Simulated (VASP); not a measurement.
A run of VASP 6.6.1 is set up as follows.

File INCAR:

```
SYSTEM = Si8Ni4B
PREC = Accurate
ENCUT = 520
EDIFF = 1E-6
ISMEAR = 1
SIGMA = 0.1
LREAL = .False.
LASPH = .True.
NELM = 120
ALGO = Normal
ISIF = 2
LWAVE = .False.
LCHARG = .True.
LELF = .True.
LVHAR = .True.
NBANDS = 50
GGA_COMPAT = .False.
```

Contents of KPOINTS:

```
regular mesh
0
Gamma
  3 3 3
  0 0 0
```

POSCAR

```
Si8Ni4B
1.0
    5.4428764300      0.0000000000      0.0000000000
    0.0000000000      5.4428764300      0.0000000000
    0.0000000000      0.0000000000      5.4428764300
Si Ni B
8 4 1
Direct
    0.2893767700      0.2004141100      0.2536776900
    0.2045427000      0.7270611100      0.8097245600
    0.7035591100      0.2458118000      0.7209659800
    0.6839036200      0.7996191900      0.2823757400
    0.1975186300      0.2712057600      0.7596063000
    0.2144057200      0.7296710500      0.2726728100
    0.8883642000      0.4002191500      0.1586294300
    0.7131799900      0.7629344100      0.7826831000
   -0.0208628700      0.0124170800      0.0224564000
   -0.0466186000      0.5325740400      0.5337336600
    0.4280190600     -0.0230395700      0.5651079900
    0.4967939600      0.4955190700      0.0265483100
    0.6345240900      0.1421607200      0.1169422400
```

Potentials or basis: VASP PAW LDA potentials, release 64 (Si, Ni, B).

The run is started by

```bash
$ cat potpaw_LDA.64/Si/POTCAR potpaw_LDA.64/Ni/POTCAR potpaw_LDA.64/B/POTCAR > POTCAR
$ mpirun -np 1 vasp_std > vasp.out
```

(1) Predict the band gap on the k mesh.

(2) Estimate the largest force.

(3) Estimate the pressure.

Results:

(1) zero (an odd number of electrons rules out a gap without spin polarisation).

(2) 0.229 eV/Å.

(3) 2.5 GPa.

Caveat: the k points lie up to 0.38 Å⁻¹ apart, too coarse for converged energies and pressures of a metal.
